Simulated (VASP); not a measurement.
A run of VASP 6.6.1 is set up as follows.

INCAR

```
SYSTEM = Zr
ALGO = Normal ; EDIFF = 1E-6
ENCUT = 520 ; GGA = CA
ISIF = 2 ; ISMEAR = -1
LASPH = .True. ; LCHARG = .False.
LREAL = .False. ; LWAVE = .False.
NBANDS = 25 ; NELM = 100
PREC = Accurate ; SIGMA = 0.1
```

The input KPOINTS:

```
k-points
0
Gamma
  8 8 12
  0 0 0
```

File POSCAR:

```
Zr
1.0
    5.0555040264      0.0000000000      0.0000000000
   -2.5277520132      4.3781949158      0.0000000000
    0.0000000000      0.0000000000      3.1588755471
Zr
3
Direct
    1.0000000000      0.0000000000      1.0000000000
    0.3333333333      0.6666666667      0.5000000000
    0.6666666667      0.3333333333      0.5000000000
```

Potentials or basis: VASP PAW LDA potentials, release 64 (Zr_sv).

The run is started by

```bash
$ cat potpaw_LDA.64/Zr_sv/POTCAR > POTCAR
$ mpirun -np 1 vasp_std > vasp.out
```

What does it give for the pressure?

-7.1 GPa.

What does it give for the band gap on the k mesh?

Zero (bands 18 and 19 overlap by 0.57 eV).

Stress tensor (GPa, compression positive):
```
-7.10  0.00  0.00
 0.00 -7.10  0.00
 0.00  0.00 -7.19
```

Caveat: the cell stands under tension.
